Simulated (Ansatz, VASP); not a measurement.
One calculation of KMgF3, two programs

```xyz
5
Lattice="4.3048 0.0000 0.0000 0.0000 4.3048 0.0000 0.0000 0.0000 3.6670" Properties=species:S:1:pos:R:3 pbc="T T T"
K     2.1524    2.1524    1.8335
Mg    0.0000    0.0000    0.0000
F     2.1524    0.0000    0.0000
F     0.0000    2.1524    0.0000
F     0.0000    0.0000    1.8335
```

Change from the starting cell: strain +0.080 along x and y, -0.080 along z, atoms carried along.

Alike in both runs: task single point; functional PBE; k mesh 6 × 6 × 6; occupations gaussian, width 0.05 eV; no spin polarisation.

|  | VASP | Ansatz |
| --- | --- | --- |
| version | VASP 6.6.1 | Ansatz 0.2.0 |
| potentials or method | VASP PAW PBE potentials, release 64 (K_sv, Mg, F), cutoff 520 eV | scalar-relativistic, plane waves, PAW |
| valence electrons in the cell | 32 | 40 |

VASP gave:

| Item | Value |
| --- | --- |
| gap on the k mesh at the Fermi level (eV) | 6.74 |
| least direct gap on the mesh (eV) | 6.95 |
| pressure (GPa) | 1.1 |
| traceless stress, the component that is largest in VASP (GPa) | 11.22 |

Q: What did Ansatz give for the same quantities?

A: gap on the k mesh at the Fermi level (eV): 6.77; least direct gap on the mesh (eV): 6.98; pressure (GPa): 1.4; traceless stress, the component that is largest in VASP (GPa): 11.17.

VASP's potentials hold 32 valence electrons a cell and Ansatz's 40, so a difference there can come from the potentials and not from the codes.
